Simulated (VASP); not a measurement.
# InAs (F-43m) in VASP: single point with PBE

Aim: the single point of InAs with PBE.

Program: VASP 6.6.1. These are calculated values, not measurements. Logs are shortened: lines on timing, memory, paths and dates and some standing lists are left out, and cuts for length are marked.

## 1. The cell of the first run

The structure is cubic, space group F-43m (No. 216). The conventional cell has a = 6.036 Å, b = 6.036 Å, c = 6.036 Å, α = 90.00°, β = 90.00°, γ = 90.00°. Within 3.4 Å of In (site symmetry -43m) lie 4 As at 2.61 Å. As (site symmetry -43m) has 4 In at 2.61 Å within 3.4 Å.

## 2. Single point, PBE

The input, INCAR:

```
ALGO = Normal
EDIFF = 1E-7
ENCUT = 520
GGA = PE
ISIF = 2
ISMEAR = 1
LASPH = True
LCHARG = False
LREAL = False
LWAVE = False
NBANDS = 16
NELM = 60
PREC = Accurate
SIGMA = 0.02
```

The input, KPOINTS:

```
k-points
0
Gamma
  6 6 6
```

The input, POSCAR:

```
InAs
1.0
    0.0000000000      3.0180000000      3.0180000000
    3.0180000000      0.0000000000      3.0180000000
    3.0180000000      3.0180000000      0.0000000000
In As
1 1
Direct
    0.0000000000      0.0000000000      0.0000000000
    0.2500000000      0.2500000000      0.2500000000
```

Potentials or basis: VASP PAW PBE potentials, release 64 (In_d, As).

Started as:

```
$ cat potpaw_PBE.64/In_d/POTCAR potpaw_PBE.64/As/POTCAR > POTCAR
$ mpirun -np 1 vasp_std > vasp.out
```

OUTCAR:

```text
EDIFF = 1E-7
   ENCUT = 520
   GGA = PE
   ISIF = 2
   ISMEAR = 1
   LASPH = True
   LREAL = False
   NELM = 60
   PREC = Accurate

 ion  position               nearest neighbor table
   1  0.000  0.000  0.000-   2 2.61   2 2.61   2 2.61   2 2.61
   2  0.250  0.250  0.250-   1 2.61   1 2.61   1 2.61   1 2.61

  LATTYP: Found a face centered cubic cell.
 ALAT       =     6.0360000000

  Lattice vectors:

 A1 = (   0.0000000000,   3.0180000000,   3.0180000000)
 A2 = (   3.0180000000,   0.0000000000,   3.0180000000)
 A3 = (   3.0180000000,   3.0180000000,   0.0000000000)

Analysis of symmetry for initial positions (statically):
=====================================================================
 Subroutine PRICEL returns:
 Original cell was already a primitive cell.

 Routine SETGRP: Setting up the symmetry group for a
 face centered cubic supercell.

 Subroutine GETGRP returns: Found 24 space group operations
 (whereof 24 operations were pure point group operations)
 out of a pool of 48 trial point group operations.

The static configuration has the point symmetry T_d .

Analysis of symmetry for dynamics (positions and initial velocities):
=====================================================================
 Subroutine PRICEL returns:
 Original cell was already a primitive cell.

 Routine SETGRP: Setting up the symmetry group for a
 face centered cubic supercell.

 Subroutine GETGRP returns: Found 24 space group operations
 (whereof 24 operations were pure point group operations)
 out of a pool of 48 trial point group operations.

The dynamic configuration has the point symmetry T_d .

 Subroutine INISYM returns: Found 24 space group operations
 (whereof 24 operations are pure point group operations),
 and found     1 'primitive' translations

----------------------------------------------------------------------------------------

                                     Primitive cell

  volume of cell :      54.9778

  direct lattice vectors                    reciprocal lattice vectors
     0.000000000  3.018000000  3.018000000    -0.165672631  0.165672631  0.165672631
     3.018000000  0.000000000  3.018000000     0.165672631 -0.165672631  0.165672631
     3.018000000  3.018000000  0.000000000     0.165672631  0.165672631 -0.165672631

  length of vectors
     4.268096531  4.268096531  4.268096531     0.286953414  0.286953414  0.286953414

  position of ions in fractional coordinates (direct lattice)
     0.000000000  0.000000000  0.000000000
     0.250000000  0.250000000  0.250000000

  ion indices of the primitive-cell ions
   primitive index   ion index
                 1           1
                 2           2

----------------------------------------------------------------------------------------

 KPOINTS: k-points

Automatic generation of k-mesh.
 Grid dimensions read from file:
 generate k-points for:    6    6    6

 Generating k-lattice:

  Cartesian coordinates                     Fractional coordinates (reciprocal lattice)
    -0.027612105  0.027612105  0.027612105     0.166666667  0.000000000  0.000000000
     0.027612105 -0.027612105  0.027612105     0.000000000  0.166666667  0.000000000
     0.027612105  0.027612105 -0.027612105     0.000000000  0.000000000  0.166666667

  Length of vectors
     0.047825569  0.047825569  0.047825569

  Shift w.r.t. Gamma in fractional coordinates (k-lattice)
     0.000000000  0.000000000  0.000000000

 Subroutine IBZKPT returns following result:
 ===========================================

 Found     16 irreducible k-points:

 Following reciprocal coordinates:
            Coordinates               Weight
  0.000000  0.000000  0.000000      1.000000
  0.166667  0.000000  0.000000      8.000000
  0.333333  0.000000  0.000000      8.000000
  0.500000  0.000000  0.000000      4.000000
  0.166667  0.166667  0.000000      6.000000
  0.333333  0.166667  0.000000     24.000000
[... 8 lines left out ...]
 -0.333333  0.333333  0.166667     24.000000
 -0.333333  0.500000  0.166667     12.000000
   k-points           NKPTS =     16   k-points in BZ     NKDIM =     16   number of bands    NBANDS=     16
   number of dos      NEDOS =    301   number of ions     NIONS =      2
   total plane-waves  NPLWV =  32768
   dimension x,y,z NGX =    32 NGY =   32 NGZ =   32
   dimension x,y,z NGXF=    64 NGYF=   64 NGZF=   64
   ions per type =               1   1
   NGX,Y,Z   is equivalent  to a cutoff of  12.46, 12.46, 12.46 a.u.
   NGXF,Y,Z  is equivalent  to a cutoff of  24.93, 24.93, 24.93 a.u.
 SYSTEM =  unknown system
   PREC   = accura    normal or accurate (medium, high low for compatibility)
   ISTART =      0    job   : 0-new  1-cont  2-samecut
   ICHARG =      2    charge: 1-file 2-atom 10-const
   ISPIN  =      1    spin polarized calculation?
   LNONCOLLINEAR =      F non collinear calculations
   LSORBIT =      F    spin-orbit coupling
   LASPH  =      T    aspherical Exc in radial PAW
   ENCUT  =  520.0 eV  38.22 Ry    6.18 a.u.   7.94  7.94  7.94*2*pi/ulx,y,z
   NELM   =     60;   NELMIN=  2; NELMDL= -5     # of ELM steps
   EDIFF  = 0.1E-06   stopping-criterion for ELM
   LREAL  =      F    real-space projection
   EDIFFG = 0.1E-05   stopping-criterion for IOM
   NSW    =      0    number of steps for IOM
   IBRION =     -1    ionic relax: 0-MD 1-quasi-New 2-CG
   NFREE  =      0    steps in history (QN), initial steepest desc. (CG)
   ISIF   =      2    stress and relaxation
   ISYM   =      2    0-nonsym 1-usesym 2-fastsym
   POTIM  = 0.5000    time-step for ionic-motion
   TEBEG  =    0.0;   TEEND  =   0.0 temperature during run
   PSTRESS=    0.0 pullay stress
   NELECT =      18.0000    total number of electrons
   NUPDOWN=      -1.0000    fix difference up-down
   EMIN   =  10.00;   EMAX   =-10.00  energy-range for DOS
   EFERMI =   0.00;   METHOD = LEGACY
   ISMEAR =     1;   SIGMA  =   0.02  broadening in eV -4-tet -1-fermi 0-gaus
   EFERMI_NEDOS =   21; number of points for ismear=-14 and -15
   IALGO  =     38    algorithm
   IMIX   =      4    mixing-type and parameters
     AMIX     =   0.40;   BMIX     =  1.00
     AMIX_MAG =   1.60;   BMIX_MAG =  1.00
  volume/ion in A,a.u.               =      27.49       185.50
  Fermi-wavevector in a.u.,A,eV,Ry     =   1.128331  2.132236 17.321990  1.273130
  Thomas-Fermi vector in A             =   2.265020
   LORBIT       =      0    0 simple, 1 ext, 2 COOP (PROOUT), +10 PAW based schemes
   GGA     = PE    functional components
   LHFCALC =     F    Hartree Fock is set to
   AEXX    =    0.0000 exact exchange contribution
   IVDW    =     0    specifies the selected vdW correction
   LEPSILON=     F    determine dielectric tensor
   LRPA    =     F    only Hartree local field effects (RPA)
 non-spin polarized calculation
 Methfessel and Paxton  Order N= 1 SIGMA  =   0.02
  energy-cutoff  :      520.00
  volume of cell :       54.98
 maximum number of plane-waves:      1492
   NGX = 15   NGY = 15   NGZ = 15

 number of electron      17.9999991 magnetization

 Free energy of the ion-electron system (eV)
  ---------------------------------------------------
  ext. energy  EPLUGINS =         0.00000000
  ---------------------------------------------------
  free energy    TOTEN  =        -7.64562766 eV

  energy without entropy =       -7.64555852  energy(sigma->0) =       -7.64560461

 E-fermi :   4.5740     XC(G=0):  -9.1138

 val. band max:        4.5699711051   @ k =   0.0000   0.0000   0.0000
 cond. band min:       5.5358151032   @ k =   0.5000   0.0000   0.0000
 fundamental gap:      0.9658439981
 Fermi energy:         4.5739990056

 k-point     1 :       0.0000    0.0000    0.0000
  band No.  band energies     occupation
      1      -9.8397      2.00000
      2      -9.8397      2.00000
      3      -9.8397      2.00000
      4      -9.7118      2.00000
      5      -9.7118      2.00000
      6      -7.3268      2.00000
[... 8 lines left out ...]
     15      14.2612      0.00000
     16      14.2612      0.00000

 k-point     2 :       0.1667    0.0000    0.0000
  band No.  band energies     occupation
      1      -9.8741      2.00000
      2      -9.8297      2.00000
      3      -9.8297      2.00000
      4      -9.7118      2.00000
      5      -9.7118      2.00000
      6      -7.0415      2.00000
[... 8 lines left out ...]
     15      13.1712      0.00000
     16      13.1712      0.00000

 k-point     3 :       0.3333    0.0000    0.0000
  band No.  band energies     occupation
      1      -9.9364      2.00000
      2      -9.8134      2.00000
      3      -9.8134      2.00000
      4      -9.7079      2.00000
      5      -9.7079      2.00000
      6      -6.3314      2.00000
[... 8 lines left out ...]
     15      13.6560      0.00000
     16      13.6560      0.00000

 k-point     4 :       0.5000    0.0000    0.0000
  band No.  band energies     occupation
      1      -9.9652      2.00000
      2      -9.8075      2.00000
      3      -9.8075      2.00000
      4      -9.7035      2.00000
      5      -9.7035      2.00000
      6      -5.8390      2.00000
[... 8 lines left out ...]
     15      15.3396      0.00000
     16      15.3396      0.00000
[... 172 lines left out ...]
 k-point    14 :       0.5000    0.3333    0.1667
  band No.  band energies     occupation
      1      -9.9785      2.00000
      2      -9.7946      2.00000
      3      -9.7820      2.00000
      4      -9.7272      2.00000
      5      -9.7002      2.00000
      6      -5.7929      2.00000
[... 8 lines left out ...]
     15      15.2176      0.00000
     16      16.5791      0.00000

 k-point    15 :      -0.3333    0.3333    0.1667
  band No.  band energies     occupation
      1      -9.9910      2.00000
      2      -9.7940      2.00000
      3      -9.7736      2.00000
      4      -9.7230      2.00000
      5      -9.7041      2.00000
      6      -5.4140      2.00000
[... 8 lines left out ...]
     15      15.4435      0.00000
     16      16.3732      0.00000

 k-point    16 :      -0.3333    0.5000    0.1667
  band No.  band energies     occupation
      1     -10.0076      2.00000
      2      -9.7803      2.00000
      3      -9.7630      2.00000
      4      -9.7341      2.00000
      5      -9.6981      2.00000
      6      -5.2511      2.00000
[... 8 lines left out ...]
     15      16.2370      0.00000
     16      16.4481      0.00000

------------------------ aborting loop because EDIFF is reached ----------------------------------------

  FORCE on cell =-STRESS in cart. coord.  units (eV):
  Direction    XX          YY          ZZ          XY          YZ          ZX
  --------------------------------------------------------------------------------------
  -------------------------------------------------------------------------------------
  Total        1.5218229      1.5218229      1.5218229      0.0000000     -0.0000000      0.0000000
  in kB       44.3493244     44.3493244     44.3493244      0.0000000     -0.0000000      0.0000000
  external PRESSURE =      44.3493244 kB  Pullay stress =       0.0000000 kB

 VOLUME and BASIS-vectors are now :
 -----------------------------------------------------------------------------
  energy-cutoff  :      520.00
  volume of cell :       54.98
      direct lattice vectors                 reciprocal lattice vectors
     0.000000000  3.018000000  3.018000000    -0.165672631  0.165672631  0.165672631
     3.018000000  0.000000000  3.018000000     0.165672631 -0.165672631  0.165672631
     3.018000000  3.018000000  0.000000000     0.165672631  0.165672631 -0.165672631

 POSITION                                       TOTAL-FORCE (eV/Angst)
 -----------------------------------------------------------------------------------
      0.00000      0.00000      0.00000         0.000000      0.000000      0.000000
      1.50900      1.50900      1.50900        -0.000000     -0.000000     -0.000000
 -----------------------------------------------------------------------------------
    total drift:                               -0.000000     -0.000000     -0.000000

  FREE ENERGIE OF THE ION-ELECTRON SYSTEM (eV)
  ---------------------------------------------------
  free  energy   TOTEN  =        -7.6456276604 eV

  energy  without entropy=       -7.6455585198  energy(sigma->0) =       -7.64560461
```

Wall time 33 s (1 thread of AMD EPYC 7R13, shared host); peak memory 0.15 GiB.

What came out:

```yaml
Free_energy: -7.6456 eV
Pressure: 4.4 GPa
Band_gap_on_the_k_mesh: zero (filled and empty bands touch)
```

Levels at points of the mesh, in eV from the Fermi level:
| k point | band 6 | band 7 | band 8 | band 9 | band 10 | band 11 | band 12 | band 13 |
| --- | --- | --- | --- | --- | --- | --- | --- | --- |
| (0.00, 0.00, 0.00) | -11.90 | -0.17 | 0.00 | 0.00 | 0.00 | 3.90 | 3.90 | 3.90 |
| (0.50, 0.00, 0.00) | -10.41 | -5.80 | -1.00 | -1.00 | 0.96 | 4.67 | 4.67 | 6.86 |
| (0.50, 0.50, 0.00) | -9.86 | -5.87 | -2.35 | -2.35 | 1.53 | 2.06 | 9.22 | 9.30 |

Caveat: spin-orbit coupling is left out, which moves the levels of the heavy elements.
